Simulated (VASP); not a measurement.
# CaS (Fm-3m) in VASP: notebook

CaS is run at these levels: PBE; tasks: single point, relaxation of cell and atoms.

All numbers are computed with VASP 6.6.1; they aren't measurements. Logs are shortened: lines on timing, memory, paths and dates and some standing lists are left out, and cuts for length are marked.

### 1 The cell of the first run

It takes space group Fm-3m (No. 225, cubic). The conventional cell has a = 5.712 Å, b = 5.712 Å, c = 5.712 Å, α = 90.00°, β = 90.00°, γ = 90.00°. Ca (site symmetry m-3m) has 6 S at 2.86 Å within 3.8 Å. Within 3.8 Å of S (site symmetry m-3m) lie 6 Ca at 2.86 Å.

### 2 Single point, PBE

INCAR

```
SYSTEM = CaS
PREC = Accurate
ENCUT = 500
EDIFF = 1E-6
ISMEAR = -1
SIGMA = 0.1
LREAL = .False.
LASPH = .True.
NELM = 120
ALGO = Normal
ISIF = 2
LWAVE = .False.
LCHARG = .True.
GGA = PE
LELF = .True.
LVHAR = .True.
NBANDS = 15
GGA_COMPAT = .False.
```

KPOINTS

```
Automatic mesh
0
Gamma
  6 6 6
  0 0 0
```

POSCAR

```
CaS
1.0
    0.0000000000      2.8559357142      2.8559357142
    2.8559357142      0.0000000000      2.8559357142
    2.8559357142      2.8559357142      0.0000000000
Ca S
1 1
Direct
    0.0000000000      0.0000000000      0.0000000000
    0.5000000000      0.5000000000      0.5000000000
```

Potentials or basis: VASP PAW PBE potentials, release 64 (Ca_sv, S).

On the command line:

```
$ cat potpaw_PBE.64/Ca_sv/POTCAR potpaw_PBE.64/S/POTCAR > POTCAR
$ mpirun -np 1 vasp_std > vasp.out
```

OUTCAR:

```text
SYSTEM = CaS
   PREC = Accurate
   ENCUT = 500
   EDIFF = 1E-6
   ISMEAR = -1
   LREAL = .False.
   LASPH = .True.
   NELM = 120
   ISIF = 2
   GGA = PE

 ion  position               nearest neighbor table
   1  0.000  0.000  0.000-   2 2.86   2 2.86   2 2.86   2 2.86   2 2.86   2 2.86
   2  0.500  0.500  0.500-   1 2.86   1 2.86   1 2.86   1 2.86   1 2.86   1 2.86

  LATTYP: Found a face centered cubic cell.
 ALAT       =     5.7118714284

  Lattice vectors:

 A1 = (   0.0000000000,   2.8559357142,   2.8559357142)
 A2 = (   2.8559357142,   0.0000000000,   2.8559357142)
 A3 = (   2.8559357142,   2.8559357142,   0.0000000000)

Analysis of symmetry for initial positions (statically):
=====================================================================
 Subroutine PRICEL returns:
 Original cell was already a primitive cell.

 Routine SETGRP: Setting up the symmetry group for a
 face centered cubic supercell.

 Subroutine GETGRP returns: Found 48 space group operations
 (whereof 48 operations were pure point group operations)
 out of a pool of 48 trial point group operations.

The static configuration has the point symmetry O_h .

Analysis of symmetry for dynamics (positions and initial velocities):
=====================================================================
 Subroutine PRICEL returns:
 Original cell was already a primitive cell.

 Routine SETGRP: Setting up the symmetry group for a
 face centered cubic supercell.

 Subroutine GETGRP returns: Found 48 space group operations
 (whereof 48 operations were pure point group operations)
 out of a pool of 48 trial point group operations.

The dynamic configuration has the point symmetry O_h .

 Subroutine INISYM returns: Found 48 space group operations
 (whereof 48 operations are pure point group operations),
 and found     1 'primitive' translations

----------------------------------------------------------------------------------------

                                     Primitive cell

  volume of cell :      46.5881

  direct lattice vectors                    reciprocal lattice vectors
     0.000000000  2.855935714  2.855935714    -0.175073969  0.175073969  0.175073969
     2.855935714  0.000000000  2.855935714     0.175073969 -0.175073969  0.175073969
     2.855935714  2.855935714  0.000000000     0.175073969  0.175073969 -0.175073969

  length of vectors
     4.038903020  4.038903020  4.038903020     0.303237009  0.303237009  0.303237009

  position of ions in fractional coordinates (direct lattice)
[... 79 lines left out ...]
   TEBEG  =    0.0;   TEEND  =   0.0 temperature during run
   PSTRESS=    0.0 pullay stress
   NELECT =      16.0000    total number of electrons
   NUPDOWN=      -1.0000    fix difference up-down
   EMIN   =  10.00;   EMAX   =-10.00  energy-range for DOS
   EFERMI =   0.00;   METHOD = LEGACY
   ISMEAR =    -1;   SIGMA  =   0.10  broadening in eV -4-tet -1-fermi 0-gaus
   EFERMI_NEDOS =   21; number of points for ismear=-14 and -15
   IALGO  =     38    algorithm
   IMIX   =      4    mixing-type and parameters
     AMIX     =   0.40;   BMIX     =  1.00
     AMIX_MAG =   1.60;   BMIX_MAG =  1.00
  volume/ion in A,a.u.               =      23.29       157.20
  Fermi-wavevector in a.u.,A,eV,Ry     =   1.146453  2.166483 17.882890  1.314355
  Thomas-Fermi vector in A             =   2.283138
   LORBIT       =      0    0 simple, 1 ext, 2 COOP (PROOUT), +10 PAW based schemes
   GGA     = PE    functional components
   LHFCALC =     F    Hartree Fock is set to
   AEXX    =    0.0000 exact exchange contribution
   IVDW    =     0    specifies the selected vdW correction
   LEPSILON=     F    determine dielectric tensor
   LRPA    =     F    only Hartree local field effects (RPA)
 non-spin polarized calculation
  energy-cutoff  :      500.00
  volume of cell :       46.59
 maximum number of plane-waves:      1243
 NGX is ok and might be reduce to    30
   NGX = 15   NGY = 15   NGZ = 15

 number of electron      16.0000004 magnetization

 Free energy of the ion-electron system (eV)
  ---------------------------------------------------
  ext. energy  EPLUGINS =         0.00000000
  ---------------------------------------------------
  free energy    TOTEN  =       -10.36440774 eV

  energy without entropy =      -10.36440713  energy(sigma->0) =      -10.36440743

 E-fermi :   3.8657     XC(G=0):  -9.2769

 val. band max:        2.6659558862   @ k =   0.0000   0.0000   0.0000
 cond. band min:       5.0423004952   @ k =   0.5000   0.5000   0.0000
 fundamental gap:      2.3763446090
 Fermi energy:         3.8656667462

 k-point     1 :       0.0000    0.0000    0.0000
  band No.  band energies     occupation
      1     -36.5635      2.00000
      2     -17.5423      2.00000
      3     -17.5423      2.00000
      4     -17.5423      2.00000
      5      -8.6307      2.00000
      6       2.6660      1.99999
      7       2.6660      1.99999
      8       2.6660      1.99999
      9       6.7580      0.00000
     10       6.8310      0.00000
     11       6.8310      0.00000
     12       6.8310      0.00000
     13       7.4171      0.00000
     14       7.4171      0.00000
[... 257 lines left out ...]
      2     -17.6423      2.00000
      3     -17.6068      2.00000
      4     -17.5962      2.00000
      5      -7.9326      2.00000
      6       0.6262      2.00000
      7       1.2766      2.00000
      8       1.2999      2.00000
      9       6.3412      0.00000
     10       8.5415      0.00000
     11       8.5499      0.00000
     12       9.1556      0.00000
     13       9.4240      0.00000
     14      10.4549      0.00000
     15      12.6069      0.00000

------------------------ aborting loop because EDIFF is reached ----------------------------------------

  FORCE on cell =-STRESS in cart. coord.  units (eV):
  Direction    XX          YY          ZZ          XY          YZ          ZX
  --------------------------------------------------------------------------------------
  -------------------------------------------------------------------------------------
  Total        0.0425594      0.0425594      0.0425594      0.0000000     -0.0000000      0.0000000
  in kB        1.4636270      1.4636270      1.4636270      0.0000000     -0.0000000      0.0000000
  external PRESSURE =       1.4636270 kB  Pullay stress =       0.0000000 kB

 VOLUME and BASIS-vectors are now :
 -----------------------------------------------------------------------------
  energy-cutoff  :      500.00
  volume of cell :       46.59
      direct lattice vectors                 reciprocal lattice vectors
     0.000000000  2.855935714  2.855935714    -0.175073969  0.175073969  0.175073969
     2.855935714  0.000000000  2.855935714     0.175073969 -0.175073969  0.175073969
     2.855935714  2.855935714  0.000000000     0.175073969  0.175073969 -0.175073969

 POSITION                                       TOTAL-FORCE (eV/Angst)
 -----------------------------------------------------------------------------------
      0.00000      0.00000      0.00000        -0.000000      0.000000      0.000000
      2.85594      2.85594      2.85594         0.000000     -0.000000     -0.000000
 -----------------------------------------------------------------------------------
    total drift:                               -0.000000      0.000000      0.000000

  FREE ENERGIE OF THE ION-ELECTRON SYSTEM (eV)
  ---------------------------------------------------
  free  energy   TOTEN  =       -10.3644077444 eV

  energy  without entropy=      -10.3644071255  energy(sigma->0) =      -10.36440743
```

stdout:

```text
POSCAR found type information on POSCAR CaS
 POSCAR found :  2 types and       2 ions
 scaLAPACK will be used
 LDA part: xc-table for (Slater+PW92), standard interpolation
 POSCAR, INCAR and KPOINTS ok, starting setup
 FFT: planning ... GRIDC
 FFT: planning ... GRID_SOFT
 FFT: planning ... GRID
 WAVECAR not read
 entering main loop
```

Wall time 25 s (1 thread of Intel Xeon 8259CL, shared host); peak memory 0.17 GiB.

What came out:

```
Free energy            : -10.3644 eV
Pressure               : 0.1 GPa
Band gap on the k mesh : 2.38 eV, indirect (least direct gap 3.18 eV)
```

Levels at points of the mesh, in eV from the valence-band top:
```tsv
k point	band 6	band 7	band 8	band 9	band 10	band 11
(0.00, 0.00, 0.00)	0.00	0.00	0.00	4.09	4.17	4.17
(0.50, 0.00, 0.00)	-3.06	-1.14	-1.14	5.20	6.03	6.17
(0.50, 0.50, 0.00)	-2.26	-0.80	-0.80	2.38	5.59	5.97
```

A k mesh can miss the band edges.

### 3 Single point, PBE

INCAR

```
SYSTEM = CaS
  PREC = Accurate
  ENCUT = 500
  EDIFF = 1E-6
  ISMEAR = -1
  SIGMA = 0.1
  LREAL = .False.
  LASPH = .True.
  NELM = 120
  ALGO = Normal
  ISIF = 2
  LWAVE = .False.
  LCHARG = .False.
  GGA = PE
  NBANDS = 15
  GGA_COMPAT = .False.
```

KPOINTS

```
regular mesh
0
Gamma
  6 6 6
  0 0 0
```

POSCAR

```
CaS
1.0
    0.0000000000      2.8560369730      2.8560369730
    2.8560369730      0.0000000000      2.8560369730
    2.8560369730      2.8560369730      0.0000000000
Ca S
1 1
Direct
    0.0000000000      0.0000000000      0.0000000000
    0.5000000000      0.5000000000      0.5000000000
```

Potentials or basis: VASP PAW PBE potentials, release 64 (Ca_sv, S).

On the command line:

```
$ cat potpaw_PBE.64/Ca_sv/POTCAR potpaw_PBE.64/S/POTCAR > POTCAR
$ mpirun -np 1 vasp_std > vasp.out
```

Wall time 25 s (1 thread of Intel Xeon 8259CL, shared host); peak memory 0.17 GiB.

It converged, with:

```yaml
Free_energy: -10.3644 eV
Pressure: 0.1 GPa
Band_gap_on_the_k_mesh: 2.38 eV, indirect (least direct gap 3.18 eV)
```

Levels at points of the mesh, in eV from the valence-band top:
```csv
k point,band 6,band 7,band 8,band 9,band 10,band 11
"(0.00, 0.00, 0.00)",0.00,0.00,0.00,4.09,4.17,4.17
"(0.50, 0.00, 0.00)",-3.06,-1.14,-1.14,5.20,6.03,6.17
"(0.50, 0.50, 0.00)",-2.26,-0.80,-0.80,2.38,5.59,5.97
```

### 4 Single point, PBE

INCAR

```
  PREC = Accurate
  ENCUT = 500
  EDIFF = 1E-6
  ISMEAR = -1
  SIGMA = 0.1
  LREAL = F
  LASPH = T
  NELM = 120
  ALGO = Normal
  ISIF = 2
  LWAVE = F
  LCHARG = F
  GGA = PE
  NBANDS = 15
  GGA_COMPAT = F
```

KPOINTS

```
regular mesh
0
Gamma
  6 6 6
```

POSCAR

```
CaS
1.0
    0.0000000000      2.8560282748      2.8560282748
    2.8560282748      0.0000000000      2.8560282748
    2.8560282748      2.8560282748      0.0000000000
Ca S
1 1
Direct
    0.0000000000      0.0000000000      0.0000000000
    0.5000000000      0.5000000000      0.5000000000
```

On the command line:

```
$ cat potpaw_PBE.64/Ca_sv/POTCAR potpaw_PBE.64/S/POTCAR > POTCAR
$ mpirun -np 1 vasp_std > vasp.out
```

Run time: 22 s. Hardware: 1 thread of Intel Xeon 8259CL, shared host; peak memory 0.17 GiB.

The run converged. Its results:

```yaml
Free_energy: -10.3644 eV
Pressure: 0.1 GPa
Band_gap_on_the_k_mesh: 2.38 eV, indirect (least direct gap 3.18 eV)
```

Levels at points of the mesh, in eV from the valence-band top:
```csv
k point,band 6,band 7,band 8,band 9,band 10,band 11
"(0.00, 0.00, 0.00)",0.00,0.00,0.00,4.09,4.17,4.17
"(0.50, 0.00, 0.00)",-3.06,-1.14,-1.14,5.20,6.03,6.17
"(0.50, 0.50, 0.00)",-2.26,-0.80,-0.80,2.38,5.59,5.97
```

(Part 1 of 2 ends here.)
